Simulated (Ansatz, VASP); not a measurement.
Ti2Al6H: VASP beside Ansatz

File INCAR:

```
SYSTEM = Ti2Al6H
ALGO = Normal
DIPOL = 0.5 0.5 0.308
EDIFF = 1E-6
ENCUT = 520
GGA = PE
IDIPOL = 3
ISIF = 2
ISMEAR = 0
IVDW = 12
LASPH = .True.
LCHARG = .True.
LDIPOL = .True.
LELF = .True.
LREAL = .False.
LVACPOTAV = .True.
LVHAR = .True.
LWAVE = .False.
NBANDS = 32
NELM = 60
PREC = Accurate
SIGMA = 0.1
```

File KPOINTS:

```
k-points
0
Gamma
  6 6 1
  0 0 0
```

The input POSCAR:

```
Ti2Al6H
1.0
    5.0241861190      0.0000000000      0.0000000000
    2.1588814530      4.5367033218      0.0000000000
    0.0000000000      0.0000000000     21.2187109014
Al Ti H
6 2 1
Direct
    0.5000000000      0.0000000000      0.1885128658
    0.0000000000      0.5000000000      0.1885128658
    0.0000000000      0.0000000000      0.2517328341
    0.0000000000      0.5000000000      0.3193548961
    0.5000000000      0.0000000000      0.3193548961
    0.5000000000      0.5000000000      0.3826203646
    0.5000000000      0.5000000000      0.2517328341
    0.0000000000      0.0000000000      0.3797002555
    0.8333333333      0.8333333333      0.4863024408
```

Input for Ansatz:

```yaml
crystal:
  lattice:
    - [5.024186119, 0.0, 0.0]
    - [2.158881453, 4.5367033218, 0.0]
    - [0.0, 0.0, 21.2187109014]
  atoms:
    - { symbol: Al, position: [0.5, 0.0, 0.1885128658] }
    - { symbol: Al, position: [0.0, 0.5, 0.1885128658] }
    - { symbol: Ti, position: [0.5, 0.5, 0.2517328341] }
    - { symbol: Al, position: [0.0, 0.0, 0.2517328341] }
    - { symbol: Al, position: [0.0, 0.5, 0.3193548961] }
    - { symbol: Al, position: [0.5, 0.0, 0.3193548961] }
    - { symbol: Ti, position: [0.0, 0.0, 0.3797002555] }
    - { symbol: Al, position: [0.5, 0.5, 0.3826203646] }
    - { symbol: H, position: [0.8333333333, 0.8333333333, 0.4863024408] }
basis:
  ecutwfc: 420
kpoints:
  mp_grid: { grid: [6, 6, 1] }
hamiltonian:
  xc: pbe
  pseudopotentials: { kind: paw, azcp: { folder: soft_1 } }
  dispersion: d3bj
scf:
  occupations: { method: gaussian, width: 0.1 }
output:
  forces: true
  eigenvalues: true
efield:
  axis: 3
  dipole_correction: true
  ramp_width: 0.04
```

Alike in both runs: task single point; functional PBE; dispersion D3(BJ); k mesh 6 × 6 × 1; occupations gaussian, width 0.1 eV; no spin polarisation.

```csv
,VASP,Ansatz
version,VASP 6.6.1,Ansatz 0.2.0
potentials or method,"VASP PAW PBE potentials, release 64 (Al, Ti_sv, H), cutoff 520 eV","scalar-relativistic, plane waves, PAW"
valence electrons in the cell,43,43
```

|  | VASP | Ansatz | Ansatz less VASP |
| --- | --- | --- | --- |
| gap on the k mesh at the Fermi level (eV) | none | none | - |
| rms of the force components (eV/Å) | 0.480 | 0.479 | -0.0002 |
| work function, face that differs most (eV) | 4.19 | 4.19 | -0.003 |

A gap of «none» marks a metal or a gap that the smearing closes.
